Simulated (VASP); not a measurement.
# Pt in VASP: a series of runs, part 2 of 2

VASP 6.6.1. Earlier steps stand in the parts before.

### 5 Single point, LDA (strain -0.030 along x and y, -0.030 along z)

INCAR reads:

```
SYSTEM = Pt
PREC     = Accurate       ! precision mode
ENCUT    = 520            ! plane-wave cutoff, eV
EDIFF    = 1E-6           ! SCF threshold, eV
ISMEAR   = 0              ! smearing method
SIGMA    = 0.15           ! smearing width, eV
LREAL    = .FALSE.        ! projectors in reciprocal space
LASPH    = .TRUE.         ! aspherical terms in the spheres
NELM     = 60             ! most SCF steps
ALGO     = Normal         ! electronic algorithm
ISIF     = 2              ! what is computed and relaxed
LWAVE    = .FALSE.        ! write WAVECAR
LCHARG   = .FALSE.        ! write CHGCAR
GGA      = CA             ! functional
NBANDS   = 11             ! bands
```

KPOINTS reads:

```
regular mesh
0
G
  22 22 22
  0 0 0
```

POSCAR reads:

```
Pt
1.0
   -1.5366934000      1.5366934000      1.5366934000
    1.5366934000     -1.5366934000      1.5366934000
    1.5366934000      1.5366934000     -1.5366934000
Pt
1
Direct
    0.0000000000      0.0000000000      0.0000000000
```

Potentials or basis: VASP PAW LDA potentials, release 64 (Pt).

On the command line:

```
$ cat potpaw_LDA.64/Pt/POTCAR > POTCAR
$ mpirun -np 1 vasp_std > vasp.out
```

OUTCAR:

```text
SYSTEM = Pt
   PREC = Accurate
   ENCUT = 520
   EDIFF = 1E-6
   ISMEAR = 0
   LREAL = .FALSE.
   LASPH = .TRUE.
   NELM = 60
   ISIF = 2
   GGA = CA

 ion  position               nearest neighbor table
   1  0.000  0.000  0.000-

  LATTYP: Found a body centered cubic cell.
 ALAT       =     3.0733868000

  Lattice vectors:

 A1 = (  -1.5366934000,   1.5366934000,   1.5366934000)
 A2 = (   1.5366934000,  -1.5366934000,   1.5366934000)
 A3 = (   1.5366934000,   1.5366934000,  -1.5366934000)

Analysis of symmetry for initial positions (statically):
=====================================================================
 Subroutine PRICEL returns:
 Original cell was already a primitive cell.

 Routine SETGRP: Setting up the symmetry group for a
 body centered cubic supercell.

 Subroutine GETGRP returns: Found 48 space group operations
 (whereof 48 operations were pure point group operations)
 out of a pool of 48 trial point group operations.

The static configuration has the point symmetry O_h .

Analysis of symmetry for dynamics (positions and initial velocities):
=====================================================================
 Subroutine PRICEL returns:
 Original cell was already a primitive cell.

 Routine SETGRP: Setting up the symmetry group for a
 body centered cubic supercell.

 Subroutine GETGRP returns: Found 48 space group operations
 (whereof 48 operations were pure point group operations)
 out of a pool of 48 trial point group operations.

The dynamic configuration has the point symmetry O_h .

 Subroutine INISYM returns: Found 48 space group operations
 (whereof 48 operations are pure point group operations),
 and found     1 'primitive' translations

----------------------------------------------------------------------------------------

                                     Primitive cell

  volume of cell :      14.5152

  direct lattice vectors                    reciprocal lattice vectors
    -1.536693400  1.536693400  1.536693400     0.000000000  0.325373949  0.325373949
     1.536693400 -1.536693400  1.536693400     0.325373949  0.000000000  0.325373949
     1.536693400  1.536693400 -1.536693400     0.325373949  0.325373949  0.000000000

  length of vectors
     2.661631044  2.661631044  2.661631044     0.460148252  0.460148252  0.460148252

  position of ions in fractional coordinates (direct lattice)
     0.000000000  0.000000000  0.000000000

  ion indices of the primitive-cell ions
   primitive index   ion index
                 1           1

----------------------------------------------------------------------------------------

 KPOINTS: regular mesh

Automatic generation of k-mesh.
 Grid dimensions read from file:
 generate k-points for:   22   22   22

 Generating k-lattice:

  Cartesian coordinates                     Fractional coordinates (reciprocal lattice)
     0.000000000  0.014789725  0.014789725     0.045454545  0.000000000  0.000000000
     0.014789725  0.000000000  0.014789725     0.000000000  0.045454545  0.000000000
     0.014789725  0.014789725  0.000000000     0.000000000  0.000000000  0.045454545

  Length of vectors
     0.020915830  0.020915830  0.020915830

  Shift w.r.t. Gamma in fractional coordinates (k-lattice)
     0.000000000  0.000000000  0.000000000

 Subroutine IBZKPT returns following result:
 ===========================================

 Found    328 irreducible k-points:

 Following reciprocal coordinates:
            Coordinates               Weight
  0.000000  0.000000  0.000000      1.000000
  0.045455  0.000000  0.000000     12.000000
  0.090909  0.000000  0.000000     12.000000
  0.136364  0.000000  0.000000     12.000000
  0.181818  0.000000  0.000000     12.000000
  0.227273  0.000000  0.000000     12.000000
[... 16 lines left out ...]
  0.090909  0.090909  0.000000     24.000000
  0.136364  0.090909  0.000000     48.000000
 [... further k-points ...]
   k-points           NKPTS =    328   k-points in BZ     NKDIM =    328   number of bands    NBANDS=     11
   number of dos      NEDOS =    301   number of ions     NIONS =      1
   total plane-waves  NPLWV =   8000
   dimension x,y,z NGX =    20 NGY =   20 NGZ =   20
   dimension x,y,z NGXF=    40 NGYF=   40 NGZF=   40
   ions per type =               1
   NGX,Y,Z   is equivalent  to a cutoff of  12.49, 12.49, 12.49 a.u.
   NGXF,Y,Z  is equivalent  to a cutoff of  24.98, 24.98, 24.98 a.u.
 SYSTEM =  Pt
   PREC   = accura    normal or accurate (medium, high low for compatibility)
   ISTART =      0    job   : 0-new  1-cont  2-samecut
   ICHARG =      2    charge: 1-file 2-atom 10-const
   ISPIN  =      1    spin polarized calculation?
   LNONCOLLINEAR =      F non collinear calculations
   LSORBIT =      F    spin-orbit coupling
   LASPH  =      T    aspherical Exc in radial PAW
   ENCUT  =  520.0 eV  38.22 Ry    6.18 a.u.   4.95  4.95  4.95*2*pi/ulx,y,z
   NELM   =     60;   NELMIN=  2; NELMDL= -5     # of ELM steps
   EDIFF  = 0.1E-05   stopping-criterion for ELM
   LREAL  =      F    real-space projection
   EDIFFG = 0.1E-04   stopping-criterion for IOM
   NSW    =      0    number of steps for IOM
   IBRION =     -1    ionic relax: 0-MD 1-quasi-New 2-CG
   NFREE  =      0    steps in history (QN), initial steepest desc. (CG)
   ISIF   =      2    stress and relaxation
   ISYM   =      2    0-nonsym 1-usesym 2-fastsym
   POTIM  = 0.5000    time-step for ionic-motion
   TEBEG  =    0.0;   TEEND  =   0.0 temperature during run
   PSTRESS=    0.0 pullay stress
   NELECT =      10.0000    total number of electrons
   NUPDOWN=      -1.0000    fix difference up-down
   EMIN   =  10.00;   EMAX   =-10.00  energy-range for DOS
   EFERMI =   0.00;   METHOD = LEGACY
   ISMEAR =     0;   SIGMA  =   0.15  broadening in eV -4-tet -1-fermi 0-gaus
   EFERMI_NEDOS =   21; number of points for ismear=-14 and -15
   IALGO  =     38    algorithm
   IMIX   =      4    mixing-type and parameters
     AMIX     =   0.40;   BMIX     =  1.00
     AMIX_MAG =   1.60;   BMIX_MAG =  1.00
  volume/ion in A,a.u.               =      14.52        97.95
  Fermi-wavevector in a.u.,A,eV,Ry     =   1.445887  2.732330 28.444183  2.090588
  Thomas-Fermi vector in A             =   2.564018
   LORBIT       =      0    0 simple, 1 ext, 2 COOP (PROOUT), +10 PAW based schemes
   GGA     = CA    functional components
   LHFCALC =     F    Hartree Fock is set to
   AEXX    =    0.0000 exact exchange contribution
   IVDW    =     0    specifies the selected vdW correction
   LEPSILON=     F    determine dielectric tensor
   LRPA    =     F    only Hartree local field effects (RPA)
 non-spin polarized calculation
 Gauss-broadening in eV      SIGMA  =   0.15
  energy-cutoff  :      520.00
  volume of cell :       14.52
 maximum number of plane-waves:       403
   NGX =  9   NGY =  9   NGZ =  9

 number of electron      10.0000003 magnetization

 Free energy of the ion-electron system (eV)
  ---------------------------------------------------
  ext. energy  EPLUGINS =         0.00000000
  ---------------------------------------------------
  free energy    TOTEN  =        -7.37961185 eV

  energy without entropy =       -7.36799121  energy(sigma->0) =       -7.37380153

 E-fermi :  11.6230     XC(G=0): -13.9051

 val. band max:       11.6117420529   @ k =  -0.3636   0.5000   0.1364
 cond. band min:      11.6242205406   @ k =  -0.3636   0.4091   0.0909
 fundamental gap:      0.0124784878
 Fermi energy:        11.6230070965

 k-point     1 :       0.0000    0.0000    0.0000
  band No.  band energies     occupation
      1       1.2285      2.00000
      2       7.6605      2.00000
      3       7.6605      2.00000
      4       7.6605      2.00000
      5      10.5289      2.00000
      6      10.5289      2.00000
      7      28.6616      0.00000
      8      28.6616      0.00000
      9      28.6616      0.00000
     10      39.8737      0.00000
     11      39.8737      0.00000
[... 309 lines left out ...]
 k-point    24 :       0.1364    0.0909    0.0000
  band No.  band energies     occupation
      1       2.8179      2.00000
      2       7.1593      2.00000
      3       7.3853      2.00000
      4       9.1648      2.00000
      5       9.9234      2.00000
      6      10.6709      2.00000
      7      28.8553      0.00000
      8      28.9587      0.00000
      9      30.4623      0.00000
     10      33.6708      0.00000
     11      35.3471      0.00000

 [... further k-points ...]

------------------------ aborting loop because EDIFF is reached ----------------------------------------

  FORCE on cell =-STRESS in cart. coord.  units (eV):
  Direction    XX          YY          ZZ          XY          YZ          ZX
  --------------------------------------------------------------------------------------
  -------------------------------------------------------------------------------------
  Total        0.8728932      0.8728932      0.8728932      0.0000000      0.0000000     -0.0000000
  in kB       96.3496279     96.3496279     96.3496279      0.0000000      0.0000000     -0.0000000
  external PRESSURE =      96.3496279 kB  Pullay stress =       0.0000000 kB

 VOLUME and BASIS-vectors are now :
 -----------------------------------------------------------------------------
  energy-cutoff  :      520.00
  volume of cell :       14.52
      direct lattice vectors                 reciprocal lattice vectors
    -1.536693400  1.536693400  1.536693400     0.000000000  0.325373949  0.325373949
     1.536693400 -1.536693400  1.536693400     0.325373949  0.000000000  0.325373949
     1.536693400  1.536693400 -1.536693400     0.325373949  0.325373949  0.000000000

 POSITION                                       TOTAL-FORCE (eV/Angst)
 -----------------------------------------------------------------------------------
      0.00000      0.00000      0.00000         0.000000      0.000000     -0.000000
 -----------------------------------------------------------------------------------
    total drift:                                0.000000     -0.000000      0.000000

  FREE ENERGIE OF THE ION-ELECTRON SYSTEM (eV)
  ---------------------------------------------------
  free  energy   TOTEN  =        -7.3796118522 eV

  energy  without entropy=       -7.3679912080  energy(sigma->0) =       -7.37380153
```

It took 45 s on 1 thread of Intel Xeon 8259CL, shared host; peak memory 0.16 GiB.

Results:

| Quantity | Value |
| --- | --- |
| Free energy | -7.3796 eV |
| Pressure | 9.6 GPa |
| Band gap on the k mesh | zero (bands 5 and 6 overlap by 2.49 eV) |

Caveat: the cell differs from its parent crystal (strain -0.030 along x and y, -0.030 along z); the cell stands under pressure; spin-orbit coupling is left out, which moves the levels of the heavy elements.

### 6 Single point, LDA (strain -0.015 along x and y, -0.015 along z)

INCAR reads:

```
SYSTEM = Pt
ALGO     = Normal         ! electronic algorithm
EDIFF    = 1E-6           ! SCF threshold, eV
ENCUT    = 520            ! plane-wave cutoff, eV
GGA      = CA             ! functional
ISIF     = 2              ! what is computed and relaxed
ISMEAR   = 0              ! smearing method
LASPH    = .TRUE.         ! aspherical terms in the spheres
LCHARG   = .FALSE.        ! write CHGCAR
LREAL    = .FALSE.        ! projectors in reciprocal space
LWAVE    = .FALSE.        ! write WAVECAR
NBANDS   = 11             ! bands
NELM     = 80             ! most SCF steps
PREC     = Accurate       ! precision mode
SIGMA    = 0.15           ! smearing width, eV
```

KPOINTS reads:

```
k-points
0
G
  22 22 22
  0 0 0
```

POSCAR reads:

```
Pt
1.0
   -1.5604567000      1.5604567000      1.5604567000
    1.5604567000     -1.5604567000      1.5604567000
    1.5604567000      1.5604567000     -1.5604567000
Pt
1
Direct
    0.0000000000      0.0000000000      0.0000000000
```

Potentials or basis: VASP PAW LDA potentials, release 64 (Pt).

On the command line:

```
$ cat potpaw_LDA.64/Pt/POTCAR > POTCAR
$ mpirun -np 1 vasp_std > vasp.out
```

Run time: 52 s. Hardware: 1 thread of Intel Xeon 8259CL, shared host; peak memory 0.16 GiB.

Results (log left out):

- Free energy: -7.3898 eV
- Pressure: -4.5 GPa
- Band gap on the k mesh: zero (bands 5 and 6 overlap by 2.29 eV)

Levels at points of the mesh, in eV from the Fermi level:
| k point | band 2 | band 3 | band 4 | band 5 | band 6 | band 7 | band 8 | band 9 |
| --- | --- | --- | --- | --- | --- | --- | --- | --- |
| (0.00, 0.00, 0.00) | -3.70 | -3.70 | -3.70 | -1.01 | -1.01 | 17.08 | 17.08 | 17.08 |
| (0.50, 0.00, 0.00) | -5.21 | -1.21 | -0.66 | 0.16 | 1.16 | 6.65 | 13.27 | 16.13 |
| (0.50, 0.50, 0.50) | -6.44 | 0.59 | 0.59 | 0.59 | 7.74 | 7.74 | 7.74 | 13.34 |

Caveat: the cell differs from its parent crystal (strain -0.015 along x and y, -0.015 along z); the cell stands under tension; spin-orbit coupling is left out, which moves the levels of the heavy elements.

### 7 Summary

```csv
cell,gap on the mesh (eV),pressure (GPa)
"a = 2.675 Å, angles 109.9, 109.9, 108.6°, 1 atom",none,4.5
"a = 2.689 Å, angles 110.3, 110.3, 107.8°, 1 atom",none,-0.2
"a = 2.689 Å, angles 109.1, 109.1, 110.3°, 1 atom",none,-0.2
"a = 2.662 Å, angles 109.5°, 1 atom",none,9.6
"a = 2.703 Å, angles 109.5°, 1 atom",none,-4.5
```

Alike in all rows: task single point; level LDA; potentials or basis VASP PAW LDA potentials, release 64 (Pt); no spin polarisation; k mesh 22 × 22 × 22; cutoff (eV) 520; smearing gaussian 0.15 eV.

Caveats: spin-orbit coupling is left out, which moves the levels of the heavy elements; the cell stands under pressure (at least some runs); the cell stands under tension (at least some runs).

Total energies depend on the potentials used, so only differences within one code and one set of settings carry meaning.
